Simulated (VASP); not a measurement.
Wanted: the native input for a VASP 6.6.1 run.

```
Task                   : single point
Functional             : PBE
Potentials or basis    : VASP PAW PBE potentials, release 64 (In_d, P)
Cutoff                 : 520 eV
k mesh                 : 14 × 14 × 14
Occupations            : gaussian, width 0.15 eV
Spin                   : no spin polarisation
Dipole correction      : no
Further INCAR settings : ALGO = Normal; EDIFF = 1e-06; NBANDS = 16
```

The structure of InP lies in POSCAR:

```
InP
1.0
    0.0000000000      2.7701982124      2.7701982124
    2.9641120873      0.0000000000      2.7701982124
    2.9641120873      2.7701982124      0.0000000000
In P
1 1
Direct
   -0.0205473392      0.0205473392      0.0205473392
    0.5761678349      0.4238321651      0.4238321651
```

This cell differs from its parent crystal: atoms displaced along a vibrational mode, the cell strained.

One way to write it, as run:

INCAR

```
SYSTEM = InP
PREC = Accurate
ENCUT = 520
EDIFF = 1E-6
ISMEAR = 0
SIGMA = 0.15
LREAL = .FALSE.
LASPH = .TRUE.
NELM = 100
ALGO = Normal
ISIF = 2
LWAVE = .FALSE.
LCHARG = .TRUE.
GGA = PE
LELF = .TRUE.
LVHAR = .TRUE.
NBANDS = 16
```

KPOINTS

```
Automatic mesh
0
G
  14 14 14
  0 0 0
```

Potentials or basis: VASP PAW PBE potentials, release 64 (In_d, P).

Command:

```bash
$ cat potpaw_PBE.64/In_d/POTCAR potpaw_PBE.64/P/POTCAR > POTCAR
$ mpirun -np 1 vasp_std > vasp.out
```

Results of the run:

```
Pressure               : 1.4 GPa
Largest force          : 1.562 eV/Å
Band gap on the k mesh : zero (bands 9 and 10 overlap by 1.77 eV)
```

Caveat: the cell differs from its parent crystal (atoms displaced along a vibrational mode, the cell strained); spin-orbit coupling is left out, which moves the levels of the heavy elements; forces of over 1 eV/Å act on the atoms, so gaps and moduli don't describe the material at rest.

Run time: 83 s on 1 thread of Intel(R) Xeon(R) Platinum 8488C (Sapphire Rapids), on a shared host, peak memory 0.3 GiB.
